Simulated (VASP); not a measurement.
**MnSb: single point with PBE**

The system is MnSb.

```
CELL_PARAMETERS angstrom
0.00000 2.79502 2.79502
2.79502 0.00000 2.79502
2.79502 2.79502 0.00000
ATOMIC_POSITIONS crystal
Mn 0.00000 0.00000 0.00000
Sb 0.50000 0.50000 0.50000
```

```yaml
Program: VASP 6.6.1
Task: single point
Functional: PBE
Potentials_or_basis: VASP PAW PBE potentials, release 64 (Mn_pv, Sb)
Cutoff: 500 eV
k_mesh: 4 × 4 × 4
Occupations: gaussian, width 0.1 eV
Spin: no spin polarisation
```

```json
{"Pressure": "-13.9 GPa"}
```

Levels at points of the mesh, in eV from the Fermi level:
| k point | band 7 | band 8 | band 9 | band 10 | band 11 | band 12 |
| --- | --- | --- | --- | --- | --- | --- |
| (0.00, 0.00, 0.00) | -0.67 | -0.56 | -0.56 | 1.61 | 1.61 | 1.61 |
| (0.50, 0.00, 0.00) | -2.07 | -0.15 | -0.15 | 0.08 | 3.78 | 3.78 |
| (0.50, 0.50, 0.00) | -1.09 | -1.09 | -0.31 | 0.03 | 0.03 | 0.39 |

Run time: 12 s on 1 thread of Intel(R) Xeon(R) Platinum 8259CL CPU @ 2.50GHz (Skylake/Cascade Lake), on a shared host, peak memory 0.16 GiB.

Caveat: the k points lie up to 0.49 Å⁻¹ apart; spin-orbit coupling is left out, which moves the levels of the heavy elements. Spin polarisation is off, so any magnetic state and its effect on volume and gap are missing.
